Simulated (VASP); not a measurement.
Wanted: the native input for a VASP 6.6.1 run.

```yaml
Task: single point
Functional: PBE
Potentials_or_basis: VASP PAW PBE potentials, release 64 (Ta_pv, Si)
Cutoff: 520 eV
k_mesh: 7 × 7 × 4
Occupations: gaussian, width 0.011 eV
Spin: no spin polarisation
Dipole_correction: no
Further_INCAR_settings: ALGO = Normal; EDIFF = 1e-06; NBANDS = 38
```

The structure of TaSi2 lies in POSCAR:

```
TaSi2
1.0
    4.7800000000      0.0000000000      0.0000000000
   -2.3900000000      4.1396014301      0.0000000000
    0.0000000000      0.0000000000      6.5640000000
Ta Si
3 6
Direct
    0.0000000000      0.5000000000      0.1666666667
    0.5000000000      0.5000000000      0.8333333333
    0.5000000000      0.0000000000      0.5000000000
    0.3333000000      0.1666500000      0.1666666667
    0.1666500000      0.8333500000      0.8333333333
    0.8333500000      0.6667000000      0.5000000000
    0.6667000000      0.8333500000      0.1666666667
    0.8333500000      0.1666500000      0.8333333333
    0.1666500000      0.3333000000      0.5000000000
```

These files were run (other wordings do the same):

INCAR

```
SYSTEM = TaSi2
ALGO     = Normal         ! electronic algorithm
EDIFF    = 1E-6           ! SCF threshold, eV
ENCUT    = 520            ! plane-wave cutoff, eV
GGA      = PE             ! functional
ISIF     = 2              ! what is computed and relaxed
ISMEAR   = 0              ! smearing method
LASPH    = .True.         ! aspherical terms in the spheres
LCHARG   = .True.         ! write CHGCAR
LELF     = .True.         ! ELF
LREAL    = .False.        ! projectors in reciprocal space
LVHAR    = .True.       
LWAVE    = .False.        ! write WAVECAR
NBANDS   = 38             ! bands
NELM     = 80             ! most SCF steps
PREC     = Accurate       ! precision mode
SIGMA    = 0.011          ! smearing width, eV
```

KPOINTS

```
k-points
0
Gamma
  7 7 4
  0 0 0
```

Potentials or basis: VASP PAW PBE potentials, release 64 (Ta_pv, Si).

Run with:

```sh
$ cat potpaw_PBE.64/Ta_pv/POTCAR potpaw_PBE.64/Si/POTCAR > POTCAR
$ mpirun -np 1 vasp_std > vasp.out
```

Results of the run:

The pressure is 3.6 GPa and the largest force is 0.818 eV/Å.

Run time: 65 s on 1 thread of Intel(R) Xeon(R) Platinum 8488C (Sapphire Rapids), with other jobs on the host, peak memory 0.28 GiB.
